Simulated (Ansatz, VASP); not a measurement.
Two plane-wave programs on AgCl

The input INCAR:

```
PREC = Accurate
ENCUT = 520
EDIFF = 1E-6
ISMEAR = 0
SIGMA = 0.05
LREAL = F
LASPH = T
NELM = 60
ALGO = Normal
ISIF = 2
LWAVE = F
LCHARG = F
GGA = PE
NBANDS = 16
```

File KPOINTS:

```
regular mesh
0
Gamma
  8 8 8
```

File POSCAR:

```
AgCl
1.0
    0.0000000000      2.8840760000      2.8840760000
    2.8840760000      0.0000000000      2.8840760000
    2.8840760000      2.8840760000      0.0000000000
Ag Cl
1 1
Direct
    0.5000000000      0.5000000000      0.5000000000
    0.0000000000      0.0000000000      0.0000000000
```

Input for Ansatz:

```yaml
crystal:
  lattice:
    - [0.0, 2.884076, 2.884076]
    - [2.884076, 0.0, 2.884076]
    - [2.884076, 2.884076, 0.0]
  atoms:
    - { symbol: Ag, position: [0.5, 0.5, 0.5] }
    - { symbol: Cl, position: [0.0, 0.0, 0.0] }
basis:
  ecutwfc: 420
kpoints:
  mp_grid: { grid: [8, 8, 8] }
hamiltonian:
  xc: pbe
scf:
  occupations: { method: gaussian, width: 0.05 }
output:
  forces: true
  stress: true
  eigenvalues: true
```

Change from the starting cell: strain +0.040 along x and y, +0.040 along z, atoms carried along.

Alike in both runs: task single point; functional PBE; k mesh 8 × 8 × 8; occupations gaussian, width 0.05 eV; no spin polarisation.

|  | VASP | Ansatz |
| --- | --- | --- |
| version | VASP 6.6.1 | Ansatz 0.2.0 |
| potentials or method | VASP PAW PBE potentials, release 64 (Ag, Cl), cutoff 520 eV | scalar-relativistic, plane waves, PAW |
| valence electrons in the cell | 18 | 26 |

VASP gave:

- gap on the k mesh at the Fermi level (eV): 0.96
- least direct gap on the mesh (eV): 2.82
- pressure (GPa): -2.9

**Question.** Estimate Ansatz's values.

**Answer.** gap on the k mesh at the Fermi level (eV): 0.97; least direct gap on the mesh (eV): 2.82; pressure (GPa): -2.8.

VASP's potentials hold 18 valence electrons a cell and Ansatz's 26, so a difference there can come from the potentials and not from the codes.
